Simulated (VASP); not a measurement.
KPrBr4: single point with PBE

The system is KPrBr4.

```
CELL_PARAMETERS angstrom
5.21770 0.00000 0.00000
0.00000 5.21770 0.00000
0.00000 0.00000 8.13844
ATOMIC_POSITIONS crystal
K 0.50000 0.50000 0.50000
Pr 0.00000 0.00000 0.00000
Br 0.50000 0.00000 0.78449
Br 0.00000 0.50000 0.21551
Br 0.50000 0.00000 0.21551
Br 0.00000 0.50000 0.78449
```

```
Program                : VASP 6.6.1
Task                   : single point
Functional             : PBE
Potentials or basis    : VASP PAW PBE potentials, release 64 (K_sv, Pr_3, Br), 4f in core
Cutoff                 : 500 eV
k mesh                 : 6 × 6 × 4
Occupations            : gaussian, width 0.02 eV
Spin                   : no spin polarisation
Dipole correction      : no
Further INCAR settings : ALGO = Normal; EDIFF = 1e-06; NBANDS = 33
```

```
Pressure               : -1.1 GPa
Largest force          : 0.007 eV/Å
Band gap on the k mesh : 2.66 eV (least direct gap 2.88 eV)
```

Forces on the atoms (eV/Å):
```
K    0.000  0.000  0.000
Pr   0.000  0.000  0.000
Br   0.000  0.000  0.007
Br   0.000  0.000 -0.007
Br   0.000  0.000 -0.007
Br   0.000  0.000  0.007
```

Stress tensor (GPa, compression positive):
```
-1.18  0.00  0.00
 0.00 -1.18  0.00
 0.00  0.00 -1.08
```

Levels at points of the mesh, in eV from the valence-band top:
| k point | band 20 | band 21 | band 22 | band 23 | band 24 | band 25 | band 26 | band 27 | band 28 | band 29 |
| --- | --- | --- | --- | --- | --- | --- | --- | --- | --- | --- |
| (0.00, 0.00, 0.00) | -0.66 | -0.66 | -0.63 | -0.63 | -0.53 | 2.66 | 2.84 | 3.81 | 4.53 | 4.92 |
| (0.50, 0.00, 0.00) | -1.65 | -1.35 | -1.26 | -1.00 | -0.81 | 2.74 | 3.36 | 3.91 | 4.19 | 4.97 |
| (0.50, 0.50, 0.00) | -1.07 | -1.07 | -0.60 | -0.22 | 0.00 | 2.88 | 3.12 | 3.60 | 3.60 | 4.46 |
| (0.00, 0.00, 0.50) | -0.86 | -0.67 | -0.67 | -0.60 | -0.60 | 2.71 | 2.84 | 4.85 | 4.85 | 4.85 |
| (0.50, 0.00, 0.50) | -1.58 | -1.44 | -1.41 | -1.21 | -1.06 | 2.78 | 3.34 | 3.80 | 4.60 | 4.84 |
| (0.50, 0.50, 0.50) | -1.29 | -1.29 | -0.62 | -0.19 | -0.04 | 2.95 | 3.29 | 3.53 | 3.53 | 4.48 |

Wall time 2 min on 1 thread of Intel(R) Xeon(R) 6975P-C (Granite Rapids), on a shared host, peak memory 0.42 GiB.

Caveat: spin-orbit coupling is left out, which moves the levels of the heavy elements; the 4f electrons are frozen in the core, so they carry no moment and show no levels. A k mesh can miss the band edges.
